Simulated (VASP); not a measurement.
Write the native input for VASP 6.6.1 that does the following.

```
Task                   : single point
Functional             : PBE
Potentials or basis    : VASP PAW PBE potentials, release 64 (B, N)
Cutoff                 : 520 eV
k mesh                 : 13 × 13 × 13
Occupations            : fermi-dirac, width 0.03 eV
Spin                   : no spin polarisation
Dipole correction      : no
Further INCAR settings : ALGO = Normal; EDIFF = 1e-07; NBANDS = 11
```

The structure of BN lies in POSCAR:

```
BN
1.0
    0.0361500000      1.8255750000      1.8255750000
    1.8255750000      0.0361500000      1.8255750000
    1.8255750000      1.8255750000      0.0361500000
B N
1 1
Direct
    0.0000000000      0.0000000000      0.0000000000
    0.7500000000      0.7500000000      0.7500000000
```

This cell differs from its parent crystal: equal xy, yz and zx shear strains of +2 %.

One way to write it, as run:

INCAR

```
PREC = Accurate
ENCUT = 520
EDIFF = 1E-7
ISMEAR = -1
SIGMA = 0.03
LREAL = F
LASPH = T
NELM = 60
ALGO = Normal
ISIF = 2
LWAVE = F
LCHARG = F
GGA = PE
NBANDS = 11
```

KPOINTS

```
Automatic mesh
0
Gamma
  13 13 13
```

Potentials or basis: VASP PAW PBE potentials, release 64 (B, N).

Run with:

```sh
$ cat potpaw_PBE.64/B/POTCAR potpaw_PBE.64/N/POTCAR > POTCAR
$ mpirun -np 1 vasp_std > vasp.out
```

Results of the run:

```
Pressure               : 3.8 GPa
Largest force          : 0.023 eV/Å
Band gap on the k mesh : 4.47 eV, indirect (least direct gap 8.04 eV)
```

Caveat: the cell differs from its parent crystal (equal xy, yz and zx shear strains of +2 %).

Wall time 37 s on 1 thread of AMD EPYC 7R13 (shared host), peak memory 0.11 GiB.
